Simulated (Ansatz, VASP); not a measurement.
Two plane-wave programs on ZnO

```
Zn O
1.0
     3.23534    0.00000    0.00000
    -1.61767    2.80189    0.00000
     0.00000    0.00000    5.41939
Zn O
2 2
Direct
  0.33333 0.66667 0.00200
  0.66667 0.33333 0.50200
  0.33333 0.66667 0.37300
  0.66667 0.33333 0.87300
```

Change from the starting cell: uniaxial_z strain +4.0%.

Alike in both runs: task single point; functional r2SCAN; k mesh 12 × 12 × 6; no spin polarisation.

|  | VASP | Ansatz |
| --- | --- | --- |
| version | VASP 6.6.1 | Ansatz 0.2.0 |
| potentials or method | VASP PAW PBE potentials, release 64 (Zn, O) | plane waves, PAW |
| plane-wave cutoff (eV) | 520 | 500 |
| occupations | gaussian, width 0.01 eV | fixed |
| valence electrons in the cell | 36 | 36 |

```tsv
	VASP	Ansatz	Ansatz less VASP
gap on the k mesh at the Fermi level (eV)	1.11	1.12	+0.006
pressure (GPa)	-4.6	-5.5	-0.93
traceless stress, the component that is largest in VASP (GPa)	-3.31	-3.26	+0.049
rms of the force components (eV/Å)	0.011	0.000	-0.0113
```

VASP's potentials were made for PBE, not for r2SCAN. Atom by atom the forces differ by 0.012 eV/Å (rms over components).
